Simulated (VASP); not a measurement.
# Mg (P6_3/mmc) in VASP: a series of runs

Runs on Mg. Level: LDA. Tasks: single point.

All numbers are computed with VASP 6.6.1; they aren't measurements. Logs are shortened: lines on timing, memory, paths and dates and some standing lists are left out, and cuts for length are marked.

## 1. The cell of the first run

Symmetry: P6_3/mmc, No. 194, hexagonal system. Conventional cell: a = 3.134 Å, b = 3.134 Å, c = 10.179 Å, α = 90.00°, β = 90.00°, γ = 120.00°. Mg (site symmetry -6m2) has 12 Mg at 3.12 to 3.13 Å within 4.1 Å. Within 4.1 Å of Mg (site symmetry -3m) lie 12 Mg at 3.12 to 3.13 Å.

## 2. Single point, LDA (21.65 Å³/atom)

File INCAR:

```
SYSTEM = Mg
  PREC = Accurate
  ENCUT = 520
  EDIFF = 1E-6
  ISMEAR = -1
  SIGMA = 0.05
  LREAL = .FALSE.
  LASPH = .TRUE.
  NELM = 100
  ALGO = Normal
  ISIF = 2
  LWAVE = .FALSE.
  LCHARG = .FALSE.
  GGA = CA
  NBANDS = 12
```

File KPOINTS:

```
regular mesh
0
G
  10 10 3
  0 0 0
```

File POSCAR:

```
Mg
1.0
    3.1338908191      0.0000000000      0.0000000000
   -1.5669454095      2.7140290620      0.0000000000
    0.0000000000      0.0000000000     10.1794008330
Mg
4
Direct
    0.6666666667      0.3333333333      0.7500000000
    0.0000000000      0.0000000000      0.5000000000
    0.3333333333      0.6666666667      0.2500000000
    0.0000000000      0.0000000000      0.0000000000
```

Potentials or basis: VASP PAW LDA potentials, release 64 (Mg).

On the command line:

```bash
$ cat potpaw_LDA.64/Mg/POTCAR > POTCAR
$ mpirun -np 1 vasp_std > vasp.out
```

OUTCAR:

```text
SYSTEM = Mg
   PREC = Accurate
   ENCUT = 520
   EDIFF = 1E-6
   ISMEAR = -1
   LREAL = .FALSE.
   LASPH = .TRUE.
   NELM = 100
   ISIF = 2
   GGA = CA

 ion  position               nearest neighbor table
   1  0.667  0.333  0.750-   2 3.12   4 3.12   2 3.12   4 3.12   2 3.12   4 3.12
   2  0.000  0.000  0.500-   1 3.12   3 3.12   3 3.12   1 3.12   1 3.12   3 3.12
   3  0.333  0.667  0.250-   2 3.12   4 3.12   2 3.12   4 3.12   2 3.12   4 3.12
   4  0.000  0.000  0.000-   1 3.12   3 3.12   3 3.12   1 3.12   1 3.12   3 3.12

  LATTYP: Found a hexagonal cell.
 ALAT       =     3.1338908191
 C/A-ratio  =     3.2481670296

  Lattice vectors:

 A1 = (   3.1338908191,   0.0000000000,   0.0000000000)
 A2 = (  -1.5669454095,   2.7140290620,   0.0000000000)
 A3 = (   0.0000000000,   0.0000000000,  10.1794008330)

Analysis of symmetry for initial positions (statically):
=====================================================================
 Subroutine PRICEL returns:
 Original cell was already a primitive cell.

 Routine SETGRP: Setting up the symmetry group for a
 hexagonal supercell.

 Subroutine GETGRP returns: Found 24 space group operations
 (whereof 12 operations were pure point group operations)
 out of a pool of 24 trial point group operations.

The static configuration has the point symmetry D_3d.
 The point group associated with its full space group is D_6h.

Analysis of symmetry for dynamics (positions and initial velocities):
=====================================================================
 Subroutine PRICEL returns:
 Original cell was already a primitive cell.

 Routine SETGRP: Setting up the symmetry group for a
 hexagonal supercell.

 Subroutine GETGRP returns: Found 24 space group operations
 (whereof 12 operations were pure point group operations)
 out of a pool of 24 trial point group operations.

The dynamic configuration has the point symmetry D_3d.
 The point group associated with its full space group is D_6h.

 Subroutine INISYM returns: Found 24 space group operations
 (whereof 12 operations are pure point group operations),
 and found     1 'primitive' translations

----------------------------------------------------------------------------------------

                                     Primitive cell

  volume of cell :      86.5806

  direct lattice vectors                    reciprocal lattice vectors
     3.133890819  0.000000000  0.000000000     0.319092163  0.184227946  0.000000000
    -1.566945409  2.714029062  0.000000000     0.000000000  0.368455892  0.000000000
     0.000000000  0.000000000 10.179400833     0.000000000  0.000000000  0.098237609

  length of vectors
     3.133890819  3.133890819 10.179400833     0.368455892  0.368455892  0.098237609

  position of ions in fractional coordinates (direct lattice)
     0.666666667  0.333333333  0.750000000
     0.000000000  0.000000000  0.500000000
     0.333333333  0.666666667  0.250000000
     0.000000000  0.000000000  0.000000000

  ion indices of the primitive-cell ions
   primitive index   ion index
                 1           1
                 2           2
                 3           3
                 4           4

----------------------------------------------------------------------------------------

 KPOINTS: regular mesh

Automatic generation of k-mesh.
 Grid dimensions read from file:
 generate k-points for:   10   10    3

 Generating k-lattice:

  Cartesian coordinates                     Fractional coordinates (reciprocal lattice)
     0.031909216  0.018422795  0.000000000     0.100000000 -0.000000000  0.000000000
     0.000000000  0.036845589  0.000000000     0.000000000  0.100000000  0.000000000
     0.000000000  0.000000000  0.032745870     0.000000000  0.000000000  0.333333333

  Length of vectors
     0.036845589  0.036845589  0.032745870

  Shift w.r.t. Gamma in fractional coordinates (k-lattice)
     0.000000000  0.000000000  0.000000000

 Subroutine IBZKPT returns following result:
 ===========================================

 Found     28 irreducible k-points:

 Following reciprocal coordinates:
            Coordinates               Weight
  0.000000  0.000000  0.000000      1.000000
  0.100000  0.000000  0.000000      6.000000
  0.200000  0.000000  0.000000      6.000000
  0.300000  0.000000  0.000000      6.000000
  0.400000  0.000000  0.000000      6.000000
  0.500000  0.000000  0.000000      3.000000
[... 16 lines left out ...]
  0.300000  0.100000  0.333333     24.000000
  0.400000  0.100000  0.333333     24.000000
 [... further k-points ...]
   k-points           NKPTS =     28   k-points in BZ     NKDIM =     28   number of bands    NBANDS=     12
   number of dos      NEDOS =    301   number of ions     NIONS =      4
   total plane-waves  NPLWV =  46080
   dimension x,y,z NGX =    24 NGY =   24 NGZ =   80
   dimension x,y,z NGXF=    48 NGYF=   48 NGZF=  160
   ions per type =               4
   NGX,Y,Z   is equivalent  to a cutoff of  12.73, 12.73, 13.07 a.u.
   NGXF,Y,Z  is equivalent  to a cutoff of  25.46, 25.46, 26.13 a.u.
 SYSTEM =  Mg
   PREC   = accura    normal or accurate (medium, high low for compatibility)
   ISTART =      0    job   : 0-new  1-cont  2-samecut
   ICHARG =      2    charge: 1-file 2-atom 10-const
   ISPIN  =      1    spin polarized calculation?
   LNONCOLLINEAR =      F non collinear calculations
   LSORBIT =      F    spin-orbit coupling
   LASPH  =      T    aspherical Exc in radial PAW
   ENCUT  =  520.0 eV  38.22 Ry    6.18 a.u.   5.83  5.83 18.93*2*pi/ulx,y,z
   NELM   =    100;   NELMIN=  2; NELMDL= -5     # of ELM steps
   EDIFF  = 0.1E-05   stopping-criterion for ELM
   LREAL  =      F    real-space projection
   EDIFFG = 0.1E-04   stopping-criterion for IOM
   NSW    =      0    number of steps for IOM
   IBRION =     -1    ionic relax: 0-MD 1-quasi-New 2-CG
   NFREE  =      0    steps in history (QN), initial steepest desc. (CG)
   ISIF   =      2    stress and relaxation
   ISYM   =      2    0-nonsym 1-usesym 2-fastsym
   POTIM  = 0.5000    time-step for ionic-motion
   TEBEG  =    0.0;   TEEND  =   0.0 temperature during run
   PSTRESS=    0.0 pullay stress
   NELECT =       8.0000    total number of electrons
   NUPDOWN=      -1.0000    fix difference up-down
   EMIN   =  10.00;   EMAX   =-10.00  energy-range for DOS
   EFERMI =   0.00;   METHOD = LEGACY
   ISMEAR =    -1;   SIGMA  =   0.05  broadening in eV -4-tet -1-fermi 0-gaus
   EFERMI_NEDOS =   21; number of points for ismear=-14 and -15
   IALGO  =     38    algorithm
   IMIX   =      4    mixing-type and parameters
     AMIX     =   0.40;   BMIX     =  1.00
     AMIX_MAG =   1.60;   BMIX_MAG =  1.00
  volume/ion in A,a.u.               =      21.65       146.07
  Fermi-wavevector in a.u.,A,eV,Ry     =   0.740113  1.398611  7.452824  0.547767
  Thomas-Fermi vector in A             =   1.834437
   LORBIT       =      0    0 simple, 1 ext, 2 COOP (PROOUT), +10 PAW based schemes
   GGA     = CA    functional components
   LHFCALC =     F    Hartree Fock is set to
   AEXX    =    0.0000 exact exchange contribution
   IVDW    =     0    specifies the selected vdW correction
   LEPSILON=     F    determine dielectric tensor
   LRPA    =     F    only Hartree local field effects (RPA)
 non-spin polarized calculation
  energy-cutoff  :      520.00
  volume of cell :       86.58
 maximum number of plane-waves:      2344
 NGX is ok and might be reduce to    24
   NGX = 11   NGY = 11   NGZ = 37

 number of electron       8.0000000 magnetization

 Free energy of the ion-electron system (eV)
  ---------------------------------------------------
  ext. energy  EPLUGINS =         0.00000000
  ---------------------------------------------------
  free energy    TOTEN  =        -7.22082266 eV

  energy without entropy =       -7.20283400  energy(sigma->0) =       -7.21182833

 E-fermi :   2.8854     XC(G=0):  -8.8712

 val. band max:        2.8717077468   @ k =   0.3000   0.3000   0.0000
 cond. band min:       2.9404970354   @ k =   0.3000   0.3000   0.3333
 fundamental gap:      0.0687892886
 Fermi energy:         2.8854298149

 k-point     1 :       0.0000    0.0000    0.0000
  band No.  band energies     occupation
      1      -4.3947      2.00000
      2      -2.9516      2.00000
      3      -2.9507      2.00000
      4       1.0309      2.00000
      5       1.5042      2.00000
      6       7.9552      0.00000
      7       7.9649      0.00000
      8      14.0498      0.00000
      9      14.0498      0.00000
     10      14.1344      0.00000
     11      14.1344      0.00000
     12      14.8242      0.00000

 k-point     2 :       0.1000    0.0000    0.0000
  band No.  band energies     occupation
      1      -4.1902      2.00000
      2      -2.7504      2.00000
      3      -2.7495      2.00000
      4       1.2160      2.00000
      5       1.7024      2.00000
      6       8.1011      0.00000
      7       8.1234      0.00000
      8      11.2693      0.00000
      9      12.3343      0.00000
     10      12.4141      0.00000
     11      12.5910      0.00000
     12      13.5895      0.00000

 k-point     3 :       0.2000    0.0000    0.0000
  band No.  band energies     occupation
      1      -3.5797      2.00000
      2      -2.1495      2.00000
      3      -2.1488      2.00000
      4       1.7715      2.00000
      5       2.2847      1.99999
      6       7.8591      0.00000
      7       8.4191      0.00000
      8       8.8965      0.00000
      9       9.4133      0.00000
     10       9.6359      0.00000
     11      11.4127      0.00000
     12      11.9930      0.00000
[... 286 lines left out ...]
 k-point    23 :       0.3000    0.1000    0.3333
  band No.  band energies     occupation
      1      -1.6159      2.00000
      2      -1.1473      2.00000
      3       0.6953      2.00000
      4       2.0301      2.00000
      5       4.1624      0.00000
      6       4.6072      0.00000
      7       5.8385      0.00000
      8       6.4182      0.00000
      9       7.4552      0.00000
     10       7.7017      0.00000
     11       8.5616      0.00000
     12       8.9717      0.00000

 k-point    24 :       0.4000    0.1000    0.3333
  band No.  band energies     occupation
      1      -0.0457      2.00000
      2       0.4099      2.00000
      3       1.8396      2.00000
      4       2.0132      2.00000
      5       2.6236      1.98941
      6       3.5805      0.00000
      7       4.2812      0.00000
      8       5.4969      0.00000
      9       6.9456      0.00000
     10       7.6779      0.00000
     11       8.3354      0.00000
     12       9.1505      0.00000

 [... further k-points ...]
[... 5 lines left out ...]
  --------------------------------------------------------------------------------------
  -------------------------------------------------------------------------------------
  Total       -0.2438178     -0.2438178      0.2689888     -0.0000000      0.0000000      0.0000000
  in kB       -4.5118579     -4.5118579      4.9776479     -0.0000000      0.0000000      0.0000000
  external PRESSURE =      -1.3486893 kB  Pullay stress =       0.0000000 kB

 VOLUME and BASIS-vectors are now :
 -----------------------------------------------------------------------------
  energy-cutoff  :      520.00
  volume of cell :       86.58
      direct lattice vectors                 reciprocal lattice vectors
     3.133890819  0.000000000  0.000000000     0.319092163  0.184227946  0.000000000
    -1.566945409  2.714029062  0.000000000     0.000000000  0.368455892  0.000000000
     0.000000000  0.000000000 10.179400833     0.000000000  0.000000000  0.098237609

 POSITION                                       TOTAL-FORCE (eV/Angst)
 -----------------------------------------------------------------------------------
      1.56695      0.90468      7.63455         0.000000     -0.000000      0.000000
      0.00000      0.00000      5.08970         0.000000     -0.000000      0.000000
     -0.00000      1.80935      2.54485        -0.000000      0.000000      0.000000
      0.00000      0.00000      0.00000         0.000000     -0.000000      0.000000
 -----------------------------------------------------------------------------------
    total drift:                                0.000000     -0.000000      0.000000

  FREE ENERGIE OF THE ION-ELECTRON SYSTEM (eV)
  ---------------------------------------------------
  free  energy   TOTEN  =        -7.2208226563 eV

  energy  without entropy=       -7.2028340017  energy(sigma->0) =       -7.21182833
```

Run time: 27 s. Hardware: 1 thread of Intel Xeon 8259CL, shared host; peak memory 0.17 GiB.

Results:

- Free energy: -7.2208 eV
- Pressure: -0.1 GPa
- Band gap on the k mesh: zero (bands 4 and 5 overlap by 1.93 eV)

Levels at points of the mesh, in eV from the Fermi level:
```
           k point  band 1  band 2  band 3  band 4  band 5  band 6  band 7  band 8  band 9
(0.00, 0.00, 0.00)   -7.28   -5.84   -5.84   -1.85   -1.38    5.07    5.08   11.16   11.16
(0.50, 0.00, 0.00)   -2.32   -2.31   -1.22   -1.19   -0.63   -0.60    2.73    2.90    3.42
```

## 3. Single point, LDA (22.10 Å³/atom)

This run uses another cell than the first one, of 22.10 Å³/atom.

File INCAR:

```
SYSTEM = Mg
PREC = Accurate
ENCUT = 520
EDIFF = 1E-6
ISMEAR = -1
SIGMA = 0.05
LREAL = .False.
LASPH = .True.
NELM = 100
ALGO = Normal
ISIF = 2
LWAVE = .False.
LCHARG = .False.
GGA = CA
NBANDS = 12
```

File KPOINTS:

```
regular mesh
0
Gamma
  10 10 3
  0 0 0
```

File POSCAR:

```
Mg
1.0
    3.1555045422      0.0000000000      0.0000000000
   -1.5777522711      2.7327470953      0.0000000000
    0.0000000000      0.0000000000     10.2496058158
Mg
4
Direct
    0.6666666667      0.3333333333      0.7500000000
    0.0000000000      0.0000000000      0.5000000000
    0.3333333333      0.6666666667      0.2500000000
    0.0000000000      0.0000000000      0.0000000000
```

Potentials or basis: VASP PAW LDA potentials, release 64 (Mg).

On the command line:

```bash
$ cat potpaw_LDA.64/Mg/POTCAR > POTCAR
$ mpirun -np 1 vasp_std > vasp.out
```

Run time: 28 s. Hardware: 1 thread of Intel Xeon 8259CL, shared host; peak memory 0.17 GiB.

The run converged. Its results:

* Free energy: -7.2149 eV
* Pressure: -0.9 GPa
* Band gap on the k mesh: zero (bands 4 and 5 overlap by 1.94 eV)

Stress tensor (GPa, compression positive):
```
-1.25  0.00  0.00
 0.00 -1.25  0.00
 0.00  0.00 -0.24
```

Levels at points of the mesh, in eV from the Fermi level:
```
           k point  band 2  band 3  band 4  band 5  band 6  band 7
(0.00, 0.00, 0.00)   -5.76   -5.76   -1.82   -1.38    5.01    5.02
(0.50, 0.00, 0.00)   -2.28   -1.19   -1.18   -0.63   -0.60    2.70
```

The gap in the log of VASP goes by the Fermi energy; the results here count the filled bands.